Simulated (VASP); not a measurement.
Wanted: the native input for a VASP 6.6.1 run.

* Task: single point
* Functional: r2SCAN
* Potentials or basis: VASP PAW PBE potentials, release 64 (Ti_sv)
* Cutoff: 520 eV
* k mesh: 18 × 18 × 10
* Occupations: gaussian, width 0.1 eV
* Spin: no spin polarisation
* Dipole correction: no
* Further INCAR settings: ALGO = Normal; EDIFF = 1e-06; NBANDS = 19

Crystal: Ti.

```
Ti
1.0
     2.96425    0.00000    0.00000
    -1.48212    2.56712    0.00000
     0.00000    0.00000    4.68397
Ti
2
Direct
  0.33333 0.66667 0.25000
  0.66667 0.33333 0.75000
```

These files were run (other wordings do the same):

POSCAR

```
Ti
1.0
    2.9642494077      0.0000000000      0.0000000000
   -1.4821247038      2.5671152902      0.0000000000
    0.0000000000      0.0000000000      4.6839729881
Ti
2
Direct
    0.3333333333      0.6666666667      0.2500000000
    0.6666666667      0.3333333333      0.7500000000
```

INCAR.step1

```
SYSTEM = Ti
PREC = Accurate
ENCUT = 520
ISMEAR = 0
SIGMA = 0.1
LREAL = .FALSE.
LASPH = .TRUE.
NELM = 60
NBANDS = 19
GGA = PE
ALGO = Normal
EDIFF = 1E-4
LWAVE = .TRUE.
LCHARG = .FALSE.
```

INCAR.step2

```
SYSTEM = Ti
PREC = Accurate
ENCUT = 520
EDIFF = 1E-6
ISMEAR = 0
SIGMA = 0.1
LREAL = .FALSE.
LASPH = .TRUE.
NELM = 60
ALGO = Normal
ISIF = 2
LWAVE = .FALSE.
LCHARG = .TRUE.
METAGGA = R2SCAN
LMIXTAU = .TRUE.
LELF = .TRUE.
LVHAR = .TRUE.
NBANDS = 19
ISTART = 1
```

KPOINTS

```
regular mesh
0
G
  18 18 10
  0 0 0
```

Potentials or basis: VASP PAW PBE potentials, release 64 (Ti_sv).

Command:

```sh
$ cat potpaw_PBE.64/Ti_sv/POTCAR > POTCAR
$ cp INCAR.step1 INCAR
$ mpirun -np 1 vasp_std > vasp.out
$ cp INCAR.step2 INCAR
$ mpirun -np 1 vasp_std > vasp.out
```

Results of the run:

```
Pressure               : -2.9 GPa
Band gap on the k mesh : zero (bands 12 and 13 overlap by 1.21 eV)
```

Caveat: the PAW data sets were made with another functional, which shifts forces and pressure a little.

Run time: 4.9 min on 1 thread of Intel Xeon 8259CL, with other jobs on the host, peak memory 0.25 GiB.
